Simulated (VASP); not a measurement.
## Pb: single point with PBE

Crystal: Pb.

```
Pb
1.0
    -1.93476    1.99075    2.02066
     1.94953   -1.99534    2.04002
     1.88210    1.94268   -2.02525
Pb
1
Direct
  0.00000 0.00000 0.00000
```

This cell differs from its parent crystal: the cell strained at random.

| Property | Result |
| --- | --- |
| Program | VASP 6.6.1 |
| Task | single point |
| Functional | PBE |
| Potentials or basis | VASP PAW PBE potentials, release 64 (Pb_d) |
| Cutoff | 520 eV |
| k mesh | 14 × 14 × 14 |
| Occupations | gaussian, width 0.1 eV |
| Spin | no spin polarisation |
| Dipole correction | no |
| Further INCAR settings | ALGO = Fast; EDIFF = 1e-06; NBANDS = 13 |

The pressure is 1.8 GPa and the band gap on the k mesh is zero (bands 7 and 8 overlap by 9.31 eV).

Stress tensor (GPa, compression positive):
```
 1.02  0.31 -0.09
 0.31  2.13  0.04
-0.09  0.04  2.34
```

Levels at points of the mesh, in eV from the Fermi level:
| k point | band 4 | band 5 | band 6 | band 7 | band 8 | band 9 | band 10 | band 11 |
| --- | --- | --- | --- | --- | --- | --- | --- | --- |
| (0.00, 0.00, 0.00) | -16.88 | -16.84 | -11.67 | 7.38 | 7.47 | 7.83 | 10.82 | 11.14 |
| (0.50, 0.00, 0.00) | -16.87 | -16.72 | -7.97 | -4.04 | 3.75 | 5.67 | 7.88 | 9.47 |
| (0.00, 0.50, 0.00) | -16.85 | -16.72 | -7.90 | -4.00 | 3.52 | 5.25 | 7.59 | 9.06 |
| (0.50, 0.50, 0.00) | -16.84 | -16.73 | -7.88 | -3.96 | 3.34 | 4.78 | 7.32 | 8.64 |
| (0.00, 0.00, 0.50) | -16.86 | -16.70 | -7.52 | -3.84 | 2.95 | 4.61 | 6.98 | 8.42 |
| (0.50, 0.00, 0.50) | -16.86 | -16.71 | -7.80 | -3.97 | 3.41 | 5.21 | 7.49 | 9.02 |
| (0.00, 0.50, 0.50) | -16.87 | -16.72 | -8.00 | -4.05 | 3.82 | 5.65 | 7.96 | 9.43 |
| (0.50, 0.50, 0.50) | -16.76 | -16.73 | -5.20 | -0.83 | -0.32 | 0.21 | 4.40 | 4.88 |

Run time: 5.5 min on 1 thread of AMD EPYC 9R45 (Zen 5), with other jobs on the host, peak memory 0.54 GiB.

Caveat: the cell differs from its parent crystal (the cell strained at random); spin-orbit coupling is left out, which moves the levels of the heavy elements.
